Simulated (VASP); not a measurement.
# MgSe (l.bB) (Fm-3m) in VASP: single point with LDA

Aim: the single point of MgSe (l.bB) with LDA.

Everything below comes from runs of VASP 6.6.1. Logs are shortened: lines on timing, memory, paths and dates and some standing lists are left out, and cuts for length are marked.

**1. The cell of the first run**

Symmetry: Fm-3m, No. 225, cubic system. Conventional cell: a = 5.392 Å, b = 5.392 Å, c = 5.392 Å, α = 90.00°, β = 90.00°, γ = 90.00°. Mg (site symmetry m-3m) has 6 Se at 2.70 Å within 3.6 Å. Within 3.6 Å of Se (site symmetry m-3m) lie 6 Mg at 2.70 Å.

**2. Single point, LDA**

Input file INCAR:

```
SYSTEM = MgSe
  ALGO = Normal
  EDIFF = 1E-6
  ENCUT = 600
  GGA = CA
  GGA_COMPAT = .False.
  ISIF = 2
  ISMEAR = 0
  LASPH = .True.
  LCHARG = .True.
  LELF = .True.
  LREAL = .False.
  LVHAR = .True.
  LWAVE = .False.
  NBANDS = 11
  NELM = 120
  PREC = Accurate
  SIGMA = 0.02
```

Input file KPOINTS:

```
k-points
0
Gamma
  8 8 8
  0 0 0
```

Input file POSCAR:

```
MgSe
1.0
    0.0000000000      2.6958606122      2.6958606122
    2.6958606122      0.0000000000      2.6958606122
    2.6958606122      2.6958606122      0.0000000000
Mg Se
1 1
Direct
    0.0000000000      0.0000000000      0.0000000000
    0.5000000000      0.5000000000      0.5000000000
```

Potentials or basis: VASP PAW LDA potentials, release 64 (Mg, Se).

Started as:

```
$ cat potpaw_LDA.64/Mg/POTCAR potpaw_LDA.64/Se/POTCAR > POTCAR
$ mpirun -np 1 vasp_std > vasp.out
```

OUTCAR:

```text
SYSTEM = MgSe
   EDIFF = 1E-6
   ENCUT = 600
   GGA = CA
   ISIF = 2
   ISMEAR = 0
   LASPH = .True.
   LREAL = .False.
   NELM = 120
   PREC = Accurate

 ion  position               nearest neighbor table
   1  0.000  0.000  0.000-   2 2.70   2 2.70   2 2.70   2 2.70   2 2.70   2 2.70
   2  0.500  0.500  0.500-   1 2.70   1 2.70   1 2.70   1 2.70   1 2.70   1 2.70

  LATTYP: Found a face centered cubic cell.
 ALAT       =     5.3917212244

  Lattice vectors:

 A1 = (   0.0000000000,   2.6958606122,   2.6958606122)
 A2 = (   2.6958606122,   0.0000000000,   2.6958606122)
 A3 = (   2.6958606122,   2.6958606122,   0.0000000000)

Analysis of symmetry for initial positions (statically):
=====================================================================
 Subroutine PRICEL returns:
 Original cell was already a primitive cell.

 Routine SETGRP: Setting up the symmetry group for a
 face centered cubic supercell.

 Subroutine GETGRP returns: Found 48 space group operations
 (whereof 48 operations were pure point group operations)
 out of a pool of 48 trial point group operations.

The static configuration has the point symmetry O_h .

Analysis of symmetry for dynamics (positions and initial velocities):
=====================================================================
 Subroutine PRICEL returns:
 Original cell was already a primitive cell.

 Routine SETGRP: Setting up the symmetry group for a
 face centered cubic supercell.

 Subroutine GETGRP returns: Found 48 space group operations
 (whereof 48 operations were pure point group operations)
 out of a pool of 48 trial point group operations.

The dynamic configuration has the point symmetry O_h .

 Subroutine INISYM returns: Found 48 space group operations
 (whereof 48 operations are pure point group operations),
 and found     1 'primitive' translations

----------------------------------------------------------------------------------------

                                     Primitive cell

  volume of cell :      39.1852

  direct lattice vectors                    reciprocal lattice vectors
     0.000000000  2.695860612  2.695860612    -0.185469530  0.185469530  0.185469530
     2.695860612  0.000000000  2.695860612     0.185469530 -0.185469530  0.185469530
     2.695860612  2.695860612  0.000000000     0.185469530  0.185469530 -0.185469530

  length of vectors
     3.812522640  3.812522640  3.812522640     0.321242649  0.321242649  0.321242649

  position of ions in fractional coordinates (direct lattice)
     0.000000000  0.000000000  0.000000000
     0.500000000  0.500000000  0.500000000

  ion indices of the primitive-cell ions
   primitive index   ion index
                 1           1
                 2           2

----------------------------------------------------------------------------------------

 KPOINTS: k-points

Automatic generation of k-mesh.
 Grid dimensions read from file:
 generate k-points for:    8    8    8

 Generating k-lattice:

  Cartesian coordinates                     Fractional coordinates (reciprocal lattice)
    -0.023183691  0.023183691  0.023183691     0.125000000  0.000000000  0.000000000
     0.023183691 -0.023183691  0.023183691     0.000000000  0.125000000  0.000000000
     0.023183691  0.023183691 -0.023183691     0.000000000  0.000000000  0.125000000

  Length of vectors
     0.040155331  0.040155331  0.040155331

  Shift w.r.t. Gamma in fractional coordinates (k-lattice)
     0.000000000  0.000000000  0.000000000

 Subroutine IBZKPT returns following result:
 ===========================================

 Found     29 irreducible k-points:

 Following reciprocal coordinates:
            Coordinates               Weight
  0.000000  0.000000  0.000000      1.000000
  0.125000  0.000000  0.000000      8.000000
  0.250000  0.000000  0.000000      8.000000
  0.375000  0.000000  0.000000      8.000000
  0.500000  0.000000  0.000000      4.000000
  0.125000  0.125000  0.000000      6.000000
[... 16 lines left out ...]
  0.500000  0.250000  0.125000     48.000000
 -0.375000  0.250000  0.125000     24.000000
 [... further k-points ...]
   k-points           NKPTS =     29   k-points in BZ     NKDIM =     29   number of bands    NBANDS=     11
   number of dos      NEDOS =    301   number of ions     NIONS =      2
   total plane-waves  NPLWV =  27000
   dimension x,y,z NGX =    30 NGY =   30 NGZ =   30
   dimension x,y,z NGXF=    60 NGYF=   60 NGZF=   60
   ions per type =               1   1
   NGX,Y,Z   is equivalent  to a cutoff of  13.08, 13.08, 13.08 a.u.
   NGXF,Y,Z  is equivalent  to a cutoff of  26.16, 26.16, 26.16 a.u.
 SYSTEM =  MgSe
   PREC   = accura    normal or accurate (medium, high low for compatibility)
   ISTART =      0    job   : 0-new  1-cont  2-samecut
   ICHARG =      2    charge: 1-file 2-atom 10-const
   ISPIN  =      1    spin polarized calculation?
   LNONCOLLINEAR =      F non collinear calculations
   LSORBIT =      F    spin-orbit coupling
   LASPH  =      T    aspherical Exc in radial PAW
   ENCUT  =  600.0 eV  44.10 Ry    6.64 a.u.   7.61  7.61  7.61*2*pi/ulx,y,z
   NELM   =    120;   NELMIN=  2; NELMDL= -5     # of ELM steps
   EDIFF  = 0.1E-05   stopping-criterion for ELM
   LREAL  =      F    real-space projection
   EDIFFG = 0.1E-04   stopping-criterion for IOM
   NSW    =      0    number of steps for IOM
   IBRION =     -1    ionic relax: 0-MD 1-quasi-New 2-CG
   NFREE  =      0    steps in history (QN), initial steepest desc. (CG)
   ISIF   =      2    stress and relaxation
   ISYM   =      2    0-nonsym 1-usesym 2-fastsym
   POTIM  = 0.5000    time-step for ionic-motion
   TEBEG  =    0.0;   TEEND  =   0.0 temperature during run
   PSTRESS=    0.0 pullay stress
   NELECT =       8.0000    total number of electrons
   NUPDOWN=      -1.0000    fix difference up-down
   EMIN   =  10.00;   EMAX   =-10.00  energy-range for DOS
   EFERMI =   0.00;   METHOD = LEGACY
   ISMEAR =     0;   SIGMA  =   0.02  broadening in eV -4-tet -1-fermi 0-gaus
   EFERMI_NEDOS =   21; number of points for ismear=-14 and -15
   IALGO  =     38    algorithm
   IMIX   =      4    mixing-type and parameters
     AMIX     =   0.40;   BMIX     =  1.00
     AMIX_MAG =   1.60;   BMIX_MAG =  1.00
  volume/ion in A,a.u.               =      19.59       132.22
  Fermi-wavevector in a.u.,A,eV,Ry     =   0.963971  1.821641 12.643084  0.929240
  Thomas-Fermi vector in A             =   2.093562
   LORBIT       =      0    0 simple, 1 ext, 2 COOP (PROOUT), +10 PAW based schemes
   GGA     = CA    functional components
   LHFCALC =     F    Hartree Fock is set to
   AEXX    =    0.0000 exact exchange contribution
   IVDW    =     0    specifies the selected vdW correction
   LEPSILON=     F    determine dielectric tensor
   LRPA    =     F    only Hartree local field effects (RPA)
 non-spin polarized calculation
 Gauss-broadening in eV      SIGMA  =   0.02
  energy-cutoff  :      600.00
  volume of cell :       39.19
 maximum number of plane-waves:      1325
   NGX = 15   NGY = 15   NGZ = 15

 number of electron       8.0000000 magnetization

 Free energy of the ion-electron system (eV)
  ---------------------------------------------------
  ext. energy  EPLUGINS =         0.00000000
  ---------------------------------------------------
  free energy    TOTEN  =        -8.60128623 eV

  energy without entropy =       -8.60128623  energy(sigma->0) =       -8.60128623

 E-fermi :   3.5773     XC(G=0):  -9.8836

 val. band max:        3.4575215346   @ k =   0.0000   0.0000   0.0000
 cond. band min:       5.1600917321   @ k =   0.5000   0.5000   0.0000
 fundamental gap:      1.7025701975
 Fermi energy:         3.5772959504

 k-point     1 :       0.0000    0.0000    0.0000
  band No.  band energies     occupation
      1      -9.6978      2.00000
      2       3.4575      2.00000
      3       3.4575      2.00000
      4       3.4575      2.00000
      5       6.0812      0.00000
      6      10.8040      0.00000
      7      10.8040      0.00000
      8      10.8040      0.00000
      9      13.4542      0.00000
     10      13.4542      0.00000
     11      14.3789      0.00000

 k-point     2 :       0.1250    0.0000    0.0000
  band No.  band energies     occupation
      1      -9.5570      2.00000
      2       2.1851      2.00000
      3       3.3492      2.00000
      4       3.3492      2.00000
      5       7.0600      0.00000
      6      10.5057      0.00000
      7      11.0436      0.00000
      8      11.0436      0.00000
      9      12.4116      0.00000
     10      12.4116      0.00000
     11      14.2303      0.00000

 k-point     3 :       0.2500    0.0000    0.0000
  band No.  band energies     occupation
      1      -9.1776      2.00000
      2       0.3131      2.00000
      3       3.1159      2.00000
      4       3.1159      2.00000
      5       7.5514      0.00000
      6      10.4821      0.00000
      7      10.4821      0.00000
      8      11.2962      0.00000
      9      13.0327      0.00000
     10      13.0327      0.00000
     11      13.4369      0.00000

 k-point     4 :       0.3750    0.0000    0.0000
  band No.  band energies     occupation
      1      -8.7194      2.00000
      2      -1.1464      2.00000
      3       2.9135      2.00000
      4       2.9135      2.00000
      5       7.3259      0.00000
      6       9.7528      0.00000
      7       9.7528      0.00000
      8      12.2442      0.00000
      9      13.8040      0.00000
     10      15.0067      0.00000
     11      15.0067      0.00000
[... 239 lines left out ...]
 k-point    22 :       0.3750    0.2500    0.1250
  band No.  band energies     occupation
      1      -8.8813      2.00000
      2       0.0501      2.00000
      3       1.8232      2.00000
      4       2.7092      2.00000
      5       8.3111      0.00000
      6       9.4061      0.00000
      7       9.7442      0.00000
      8      11.9176      0.00000
      9      13.0165      0.00000
     10      16.0043      0.00000
     11      16.4005      0.00000

 k-point    23 :       0.5000    0.2500    0.1250
  band No.  band energies     occupation
      1      -8.4953      2.00000
      2      -0.7953      2.00000
      3       1.2523      2.00000
      4       2.3520      2.00000
      5       8.1816      0.00000
      6       9.1337      0.00000
      7      10.6708      0.00000
      8      11.8190      0.00000
      9      14.4314      0.00000
     10      16.1684      0.00000
     11      16.9667      0.00000

 k-point    24 :      -0.3750    0.2500    0.1250
  band No.  band energies     occupation
      1      -8.3126      2.00000
      2      -1.1828      2.00000
      3       1.1048      2.00000
      4       2.1666      2.00000
      5       8.1551      0.00000
      6       8.8376      0.00000
      7      11.2305      0.00000
      8      12.6047      0.00000
      9      14.5450      0.00000
     10      15.2582      0.00000
     11      17.6161      0.00000

 [... further k-points ...]

------------------------ aborting loop because EDIFF is reached ----------------------------------------

  FORCE on cell =-STRESS in cart. coord.  units (eV):
  Direction    XX          YY          ZZ          XY          YZ          ZX
  --------------------------------------------------------------------------------------
  -------------------------------------------------------------------------------------
  Total       -0.0762336     -0.0762336     -0.0762336      0.0000000      0.0000000      0.0000000
  in kB       -3.1169865     -3.1169865     -3.1169865      0.0000000      0.0000000      0.0000000
  external PRESSURE =      -3.1169865 kB  Pullay stress =       0.0000000 kB

 VOLUME and BASIS-vectors are now :
 -----------------------------------------------------------------------------
  energy-cutoff  :      600.00
  volume of cell :       39.19
      direct lattice vectors                 reciprocal lattice vectors
     0.000000000  2.695860612  2.695860612    -0.185469530  0.185469530  0.185469530
     2.695860612  0.000000000  2.695860612     0.185469530 -0.185469530  0.185469530
     2.695860612  2.695860612  0.000000000     0.185469530  0.185469530 -0.185469530

 POSITION                                       TOTAL-FORCE (eV/Angst)
 -----------------------------------------------------------------------------------
      0.00000      0.00000      0.00000         0.000000      0.000000     -0.000000
      2.69586      2.69586      2.69586        -0.000000      0.000000      0.000000
 -----------------------------------------------------------------------------------
    total drift:                               -0.000000     -0.000000      0.000000

  FREE ENERGIE OF THE ION-ELECTRON SYSTEM (eV)
  ---------------------------------------------------
  free  energy   TOTEN  =        -8.6012862337 eV

  energy  without entropy=       -8.6012862337  energy(sigma->0) =       -8.60128623
```

Wall time 24 s (1 thread of Intel Xeon 8259CL, shared host); peak memory 0.15 GiB.

What came out:

| Quantity | Value |
| --- | --- |
| Free energy | -8.6013 eV |
| Pressure | -0.3 GPa |
| Band gap on the k mesh | 1.70 eV, indirect (least direct gap 2.62 eV) |

A k mesh can miss the band edges. LDA gaps usually lie below the measured ones, often by a third to a half.
